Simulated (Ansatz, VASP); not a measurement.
## TiC in VASP and in Ansatz

The input INCAR:

```
ALGO = Normal ; EDIFF = 1E-6
ENCUT = 520 ; GGA = PE
ISIF = 2 ; ISMEAR = 0
LASPH = T ; LCHARG = F
LREAL = F ; LWAVE = F
NBANDS = 15 ; NELM = 60
PREC = Accurate ; SIGMA = 0.15
```

The input KPOINTS:

```
k-points
0
Gamma
  18 18 18
```

Contents of POSCAR:

```
TiC
1.0
    0.0000000000      2.1640000000      2.1640000000
    2.1640000000      0.0000000000      2.1640000000
    2.1640000000      2.1640000000      0.0000000000
Ti C
1 1
Direct
   -0.0115526802     -0.0115526802      0.0115526802
    0.5000000000      0.5000000000      0.5000000000
```

Input for Ansatz:

```yaml
crystal:
  lattice:
    - [0.0, 2.164, 2.164]
    - [2.164, 0.0, 2.164]
    - [2.164, 2.164, 0.0]
  atoms:
    - { symbol: Ti, position: [-0.0115526802, -0.0115526802, 0.0115526802] }
    - { symbol: C, position: [0.5, 0.5, 0.5] }
basis:
  ecutwfc: 420
kpoints:
  mp_grid: { grid: [18, 18, 18] }
hamiltonian:
  xc: pbe
scf:
  occupations: { method: gaussian, width: 0.15 }
output:
  forces: true
  stress: true
  eigenvalues: true
```

Change from the starting cell: all Ti atoms moved +0.050 Å, as atom 1 towards its neighbour atom 2 (C) at 2.164 Å.

Alike in both runs: task single point; functional PBE; k mesh 18 × 18 × 18; occupations gaussian, width 0.15 eV; no spin polarisation.

|  | VASP | Ansatz |
| --- | --- | --- |
| version | VASP 6.6.1 | Ansatz 0.2.0 |
| potentials or method | VASP PAW PBE potentials, release 64 (Ti_sv, C), cutoff 520 eV | scalar-relativistic, plane waves, PAW |
| valence electrons in the cell | 16 | 16 |

VASP gave:

| Quantity | Value |
| --- | --- |
| gap on the k mesh at the Fermi level (eV) | none |
| pressure (GPa) | 1.4 |
| traceless stress, the component that is largest in VASP (GPa) | 0.46 |
| rms of the force components (eV/Å) | 0.271 |

Estimate Ansatz's values.

gap on the k mesh at the Fermi level (eV): none; pressure (GPa): 1.2; traceless stress, the component that is largest in VASP (GPa): 0.46; rms of the force components (eV/Å): 0.270.

Atom by atom the forces differ by 0.001 eV/Å (rms over components). A gap of «none» marks a metal or a gap that the smearing closes. The functional is the same, so the differences come from potentials, cutoffs and numerics.
